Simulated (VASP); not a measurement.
Here is a VASP 6.6.1 calculation.

The input INCAR:

```
SYSTEM = Cl
PREC = Accurate ; ENCUT = 520
EDIFF = 1E-6 ; ISMEAR = -1
SIGMA = 0.02 ; LREAL = .FALSE.
LASPH = .TRUE. ; NELM = 100
ALGO = Normal ; ISIF = 2
LWAVE = .FALSE. ; LCHARG = .FALSE.
GGA = PE ; NBANDS = 22
```

Contents of KPOINTS:

```
regular mesh
0
G
  8 8 4
  0 0 0
```

Contents of POSCAR:

```
Cl
1.0
    3.1200000000     -2.2400000000      0.0000000000
    3.1200000000      2.2400000000      0.0000000000
    0.0000000000      0.0000000000      8.2600000000
Cl
4
Direct
    0.1300000000      0.8700000000      0.1000000000
    0.6300000000      0.3700000000      0.4000000000
    0.8700000000      0.1300000000      0.9000000000
    0.3700000000      0.6300000000      0.6000000000
```

Potentials or basis: VASP PAW PBE potentials, release 64 (Cl).

Run with:

```bash
$ cat potpaw_PBE.64/Cl/POTCAR > POTCAR
$ mpirun -np 1 vasp_std > vasp.out
```

Q: What does it give for the band gap on the k mesh?

A: 2.49 eV, indirect (least direct gap 2.53 eV).

Q: What does it give for the largest force?

A: 0.253 eV/Å.

Q: Predict the pressure.

A: 0.2 GPa.

Forces in eV/Å, atoms in the order of the input:
```
Cl   0.000  0.213 -0.137
Cl   0.000  0.213  0.137
Cl   0.000 -0.213  0.137
Cl   0.000 -0.213 -0.137
```

A k mesh can miss the band edges. A hybrid or GW would open this gap; PBE tends to underestimate it.
